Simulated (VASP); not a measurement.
Set up this calculation in VASP 6.6.1, as the native input.

```
Task                   : single point
Functional             : r2SCAN
Potentials or basis    : VASP PAW PBE potentials, release 64 (Cd, S)
Cutoff                 : 520 eV
k mesh                 : 5 × 5 × 3
Occupations            : methfessel-paxton, width 0.05 eV
Spin                   : collinear spin, ferromagnetic start
Starting moments       : [0.5, 0.5, 0.0, 0.0] μB
Dipole correction      : no
Further INCAR settings : ALGO = Normal; EDIFF = 1e-07; NBANDS = 30
```

Crystal: CdS (Greenockite).

```
Cd S
1.0
     4.15000    0.00000    0.00000
    -2.07500    3.59401    0.00000
     0.00000    0.00000    6.73700
Cd S
2 2
Direct
  0.66863 0.33633 0.49725
  0.33621 0.67049 0.99725
  0.66950 0.33711 0.87445
  0.33533 0.66971 0.37445
```

The input as run:

POSCAR

```
CdS
1.0
    4.1500000000      0.0000000000      0.0000000000
   -2.0750000000      3.5940054257      0.0000000000
    0.0000000000      0.0000000000      6.7370000000
Cd S
2 2
Direct
    0.6686308203      0.3363313211      0.4972506465
    0.3362122173      0.6704944717     -0.0027530974
    0.6694974298      0.3371108577      0.8744524397
    0.3353325326      0.6697143495      0.3744510111
```

INCAR.step1

```
SYSTEM = CdS
ALGO = Normal
EDIFF = 1E-4
ENCUT = 520
GGA = PE
ISMEAR = 1
ISPIN = 2
LASPH = .TRUE.
LCHARG = .FALSE.
LREAL = .FALSE.
LWAVE = .TRUE.
MAGMOM = 0.5 0.5 0 0
NBANDS = 30
NELM = 150
PREC = Accurate
SIGMA = 0.05
```

INCAR.step2

```
SYSTEM = CdS
ALGO = Normal
EDIFF = 1E-7
ENCUT = 520
ISIF = 2
ISMEAR = 1
ISPIN = 2
ISTART = 1
LASPH = .TRUE.
LCHARG = .FALSE.
LMIXTAU = .TRUE.
LORBIT = 11
LREAL = .FALSE.
LWAVE = .FALSE.
MAGMOM = 0.5 0.5 0 0
METAGGA = R2SCAN
NBANDS = 30
NELM = 150
PREC = Accurate
SIGMA = 0.05
```

KPOINTS

```
k-points
0
G
  5 5 3
  0 0 0
```

Potentials or basis: VASP PAW PBE potentials, release 64 (Cd, S).

Run with:

```console
$ cat potpaw_PBE.64/Cd/POTCAR potpaw_PBE.64/S/POTCAR > POTCAR
$ cp INCAR.step1 INCAR
$ mpirun -np 1 vasp_std > vasp.out
$ cp INCAR.step2 INCAR
$ mpirun -np 1 vasp_std > vasp.out
```

It gave:

| Property | Result |
| --- | --- |
| Pressure | 1.0 GPa |
| Largest force | 0.005 eV/Å |
| Band gap on the k mesh | 1.66 eV, direct |
| Net moment | 0.00 μB per cell |
| Valence electrons inside the program's atomic spheres | Cd 10.30; S 3.74 |

Caveat: the PAW data sets were made with another functional, which shifts forces and pressure a little.

It took 9.5 min on 1 thread of Intel(R) Xeon(R) Platinum 8259CL CPU @ 2.50GHz (Skylake/Cascade Lake), with other jobs on the host, peak memory 0.37 GiB.
